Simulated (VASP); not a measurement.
Write the native input for VASP 6.6.1 that does the following.

```yaml
Task: single point
Functional: PBE-based screened hybrid with 100 % exact exchange
Potentials_or_basis: VASP PAW PBE potentials, release 64 (Pb_d, S)
Cutoff: 400 eV
k_mesh: 2 × 4 × 4
Occupations: gaussian, width 0.01 eV
Spin: no spin polarisation
Dipole_correction: no
Grid_for_exact_exchange_PRECFOCK: Normal
Share_of_exact_exchange: 1
Further_INCAR_settings: ALGO = Normal; EDIFF = 1e-06; NBANDS = 28
Screening_parameter: 0.5 1/Å
```

PbS:

```
Pb S
1.0
     5.95559    0.00000    0.00000
     0.00000    2.96854    2.96854
     0.00000   -2.96854    2.96854
Pb S
2 2
Direct
  0.74989 0.26052 0.76052
  0.25011 0.76052 0.26052
  0.74966 0.76048 0.26048
  0.25034 0.26048 0.76048
```

These files were run (other wordings do the same):

POSCAR

```
PbS
1.0
    5.9555923527      0.0000000000      0.0000000000
    0.0000000000      2.9685439711      2.9685439985
    0.0000000000     -2.9685439711      2.9685439985
Pb S
2 2
Direct
    0.7498944807      0.2605185143      0.7605185143
    0.2501055193      0.7605185143      0.2605185143
    0.7496621079      0.7604814857      0.2604814857
    0.2503378921      0.2604814857      0.7604814857
```

INCAR.step1

```
ALGO     = Normal         # electronic algorithm
EDIFF    = 1E-5           # SCF threshold, eV
ENCUT    = 400            # plane-wave cutoff, eV
GGA      = PE             # functional
GGA_COMPAT= F            
ISIF     = 2              # what is computed and relaxed
ISMEAR   = 0              # smearing method
LASPH    = T              # aspherical terms in the spheres
LREAL    = F              # projectors in reciprocal space
LWAVE    = T              # write WAVECAR
NBANDS   = 28             # bands
NELM     = 120            # most SCF steps
PREC     = Accurate       # precision mode
SIGMA    = 0.01           # smearing width, eV
```

INCAR.step2

```
AEXX     = 1.0            # exact-exchange fraction
AGGAC    = 1.0          
ALDAC    = 1.0          
ALGO     = Normal         # electronic algorithm
EDIFF    = 1E-6           # SCF threshold, eV
ENCUT    = 400            # plane-wave cutoff, eV
GGA      = PE             # functional
GGA_COMPAT= F            
HFSCREEN = 0.5            # screening, 1/A
ISIF     = 2              # what is computed and relaxed
ISMEAR   = 0              # smearing method
ISTART   = 1            
LASPH    = T              # aspherical terms in the spheres
LCHARG   = T              # write CHGCAR
LELF     = T              # ELF
LHFCALC  = T              # exact exchange
LREAL    = F              # projectors in reciprocal space
LVHAR    = T            
LWAVE    = F              # write WAVECAR
NBANDS   = 28             # bands
NELM     = 120            # most SCF steps
PREC     = Accurate       # precision mode
PRECFOCK = Normal       
SIGMA    = 0.01           # smearing width, eV
```

KPOINTS

```
k-points
0
Gamma
  2 4 4
```

Potentials or basis: VASP PAW PBE potentials, release 64 (Pb_d, S).

Launch:

```sh
$ cat potpaw_PBE.64/Pb_d/POTCAR potpaw_PBE.64/S/POTCAR > POTCAR
$ cp INCAR.step1 INCAR
$ mpirun -np 1 vasp_std > vasp.out
$ cp INCAR.step2 INCAR
$ mpirun -np 1 vasp_std > vasp.out
```

Results of the run:

The pressure is 0.2 GPa. The largest force is 0.006 eV/Å. The band gap on the k mesh is 1.05 eV.

Caveat: the k points lie up to 0.53 Å⁻¹ apart; the PAW data sets were made with another functional, which shifts forces and pressure a little; spin-orbit coupling is left out, which moves the levels of the heavy elements.

It took 90 min on 1 thread of AMD EPYC 7571, on a shared host, peak memory 0.27 GiB.
